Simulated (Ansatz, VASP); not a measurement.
Ag: VASP beside Ansatz

```
Ag
1.0
     0.00000    2.08396    2.04310
     2.04310    0.00000    2.04310
     2.04310    2.08396    0.00000
Ag
1
Direct
  0.00000 0.00000 0.00000
```

Change from the starting cell: strain +0.0200 x Voigt [0, 1, 0, 0, 0, 0], atoms carried along.

Alike in both runs: task single point; functional r2SCAN; k mesh 20 × 20 × 20; occupations gaussian, width 0.15 eV; no spin polarisation.

|  | VASP | Ansatz |
| --- | --- | --- |
| version | VASP 6.6.1 | Ansatz 0.2.0 |
| potentials or method | VASP PAW PBE potentials, release 64 (Ag), cutoff 520 eV | scalar-relativistic, plane waves, PAW |
| valence electrons in the cell | 11 | 19 |

```csv
,VASP,Ansatz,Ansatz less VASP
gap on the k mesh at the Fermi level (eV),none,none,-
pressure (GPa),-0.5,-0.7,-0.12
"traceless stress, the component that is largest in VASP (GPa)",-0.51,-0.50,+0.010
```

VASP's potentials were made for PBE, not for r2SCAN. A gap of «none» marks a metal or a gap that the smearing closes. VASP's potentials hold 11 valence electrons a cell and Ansatz's 19, so a difference there can come from the potentials and not from the codes.
